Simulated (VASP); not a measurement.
SiC:

```
CELL_PARAMETERS angstrom
-1.56895 1.56895 2.19241
1.56895 -1.56895 2.19241
1.56895 1.56895 -2.19241
ATOMIC_POSITIONS crystal
Si 0.00000 0.00000 0.00000
C 0.50000 0.50000 0.00000
```

| Property | Result |
| --- | --- |
| Program | VASP 6.6.1 |
| Task | relaxation of cell and atoms |
| Functional | PBE |
| Potentials or basis | VASP PAW PBE potentials, release 64 (Si, C) |
| Cutoff | 600 eV |
| k mesh | 8 × 8 × 8 |
| Occupations | gaussian, width 0.1 eV |
| Spin | no spin polarisation |

At the start: pressure -35.8 GPa; volume 10.79 Å³/atom.

Where does the relaxation end?

Over 6 steps the energy falls by 331.9 meV/atom and the volume is 8.35 Å³/atom (-22.7 %); space group Fm-3m (No. 225, to 0.05 Å).

Step by step:
```
step  energy change (eV)  largest force (eV/Å)  pressure (GPa)  volume (Å³)
   1              0.0000                0.0000          -35.77        21.59
   2             -0.4823                0.0000           36.11        14.90
   3             -0.6626                0.0000           -0.94        16.79
   4             -0.6628                0.0000            0.29        16.70
   5             -0.6635                0.0000            0.07        16.70
   6             -0.6638                0.0000            0.03        16.69
```

Final structure:
```
CELL_PARAMETERS angstrom
-1.43414 1.43414 2.02913
1.43414 -1.43414 2.02913
1.43414 1.43414 -2.02913
ATOMIC_POSITIONS crystal
Si 0.00000 0.00000 0.00000
C 0.50000 0.50000 0.00000
```

Caveat: the volume moved by over 15 % at a fixed basis, so the end points are rough.
